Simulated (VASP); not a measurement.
A run of VASP 6.6.1 is set up as follows.

The input INCAR:

```
SYSTEM = Li2Se
  PREC = Accurate
  ENCUT = 750
  EDIFF = 1E-6
  ISMEAR = 0
  SIGMA = 0.01
  LREAL = .False.
  LASPH = .True.
  NELM = 120
  ALGO = Normal
  ISIF = 2
  LWAVE = .False.
  LCHARG = .False.
  GGA = PE
  NBANDS = 13
  GGA_COMPAT = .False.
```

KPOINTS

```
Automatic mesh
0
Gamma
  6 6 6
  0 0 0
```

File POSCAR:

```
Li2Se
1.0
    0.0000000000      2.9935210577      2.9935210577
    2.9935210577      0.0000000000      2.9935210577
    2.9935210577      2.9935210577      0.0000000000
Se Li
1 2
Direct
    0.0000000000      0.0000000000      0.0000000000
    0.2500000000      0.2500000000      0.2500000000
    0.7500000000      0.7500000000      0.7500000000
```

Potentials or basis: VASP PAW PBE potentials, release 64 (Se, Li_sv).

Command:

```sh
$ cat potpaw_PBE.64/Se/POTCAR potpaw_PBE.64/Li_sv/POTCAR > POTCAR
$ mpirun -np 1 vasp_std > vasp.out
```

(1) Predict the band gap on the k mesh.

(2) What does it give for the pressure?

Answers

(1) 2.97 eV (least direct gap 3.42 eV).

(2) 0.3 GPa.

Caveat: the structure was generated, so it needn't be the stable form of Li2Se.
